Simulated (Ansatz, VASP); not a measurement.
Two plane-wave programs on Ge

File INCAR:

```
ALGO     = Normal         # electronic algorithm
EDIFF    = 1E-7           # SCF threshold, eV
ENCUT    = 520            # plane-wave cutoff, eV
GGA      = RP             # functional
ISIF     = 2              # what is computed and relaxed
ISMEAR   = -1             # smearing method
LASPH    = T              # aspherical terms in the spheres
LCHARG   = F              # write CHGCAR
LREAL    = F              # projectors in reciprocal space
LWAVE    = F              # write WAVECAR
NBANDS   = 28             # bands
NELM     = 80             # most SCF steps
PREC     = Accurate       # precision mode
SIGMA    = 0.1            # smearing width, eV
```

KPOINTS

```
k-points
0
Gamma
  8 8 13
```

File POSCAR:

```
Ge
1.0
    4.9469176343      0.0000000000      0.0000000000
   -2.4734588172      4.2841563417      0.0000000000
    0.0000000000      0.0000000000      2.8121672416
Ge
3
Direct
    0.0000000000      0.0000000000      1.0000000000
    0.3333333333      0.6666666667      0.5000000000
    0.6666666667      0.3333333333      0.5000000000
```

Input for Ansatz:

```yaml
crystal:
  lattice:
    - [4.9469176343, 0.0, 0.0]
    - [-2.4734588172, 4.2841563417, 0.0]
    - [0.0, 0.0, 2.8121672416]
  atoms:
    - { symbol: Ge, position: [0.0, 0.0, 1.0] }
    - { symbol: Ge, position: [0.3333333333, 0.6666666667, 0.5] }
    - { symbol: Ge, position: [0.6666666667, 0.3333333333, 0.5] }
hamiltonian:
  xc: rpbe
  pseudopotentials:
    kind: paw
    azcp:
      Ge: "pseudopotentials/Ge.paw.azcp"
basis:
  ecutwfc: 420
  fft_grid_basis: typed
kpoints:
  mp_grid: { grid: [8, 8, 13], shift: [0, 0, 0] }
magnetization:
  spin_polarized: false
scf:
  occupations: { method: fermi_dirac, width: 0.1 }
  lower_state_search: "off"
output:
  stress: true
```

Alike in both runs: task single point; functional RPBE; k mesh 8 × 8 × 13; occupations fermi-dirac, width 0.1 eV; no spin polarisation.

|  | VASP | Ansatz |
| --- | --- | --- |
| version | VASP 6.6.1 | Ansatz 0.2.0 |
| potentials or method | VASP PAW PBE potentials, release 64 (Ge_d), cutoff 520 eV | plane waves (420 eV) with PAW, scalar-relativistic |
| valence electrons in the cell | 42 | 42 |

```csv
,VASP,Ansatz,Ansatz less VASP
pressure (GPa),0.1,0.1,+0.01
"traceless stress, the component that is largest in VASP (GPa)",0.70,0.70,-0.001
```

VASP's potentials were made for PBE, not for RPBE. With one functional, cell and mesh, what is left measures potentials, basis and numerics.
